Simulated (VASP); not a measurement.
Set up this calculation in VASP 6.6.1, as the native input.

- Task: single point
- Functional: PBE
- Potentials or basis: VASP PAW PBE potentials, release 64 (Cu_sv_GW, O)
- Cutoff: 700 eV
- k mesh: 6 × 6 × 6
- Occupations: gaussian, width 0.1 eV
- Spin: no spin polarisation
- Dipole correction: no
- Second run: valence_matched
- Further INCAR settings: ALGO = Normal; EDIFF = 1e-06; NBANDS = 49

The structure of Cu4O lies in POSCAR:

```
Cu4O
1.0
    4.9778661272      0.0000000000      0.0000000000
   -2.4889330636      4.3109585228      0.0000000000
    0.0000000000      0.0000000000      3.5599115216
Cu O
4 1
Direct
    0.0000000000      0.0000000000      0.0000000000
    0.5000000000      0.0000000000      0.0000000000
    0.0000000000      0.5000000000      0.0000000000
    0.5000000000      0.5000000000      0.0000000000
    0.0000000000      0.0000000000      0.5000000000
```

One way to write it, as run:

INCAR

```
SYSTEM = Cu4O
  PREC = Accurate
  ENCUT = 700
  EDIFF = 1E-6
  ISMEAR = 0
  SIGMA = 0.1
  LREAL = .False.
  LASPH = .True.
  NELM = 120
  ALGO = Normal
  ISIF = 2
  LWAVE = .False.
  LCHARG = .False.
  GGA = PE
  NBANDS = 49
  GGA_COMPAT = .False.
```

KPOINTS

```
Automatic mesh
0
Gamma
  6 6 6
  0 0 0
```

Potentials or basis: VASP PAW PBE potentials, release 64 (Cu_sv_GW, O).

The run is started by

```sh
$ cat potpaw_PBE.64/Cu_sv_GW/POTCAR potpaw_PBE.64/O/POTCAR > POTCAR
$ mpirun -np 1 vasp_std > vasp.out
```

Results of the run:

The pressure is -2.9 GPa and the band gap on the k mesh is zero (band 41 reaches 3.92 eV, above the bottom of band 42 at 2.89 eV).

Wall time 7.1 min on 1 thread of Intel(R) Xeon(R) Platinum 8259CL CPU @ 2.50GHz (Skylake/Cascade Lake), on a shared host, peak memory 0.33 GiB.
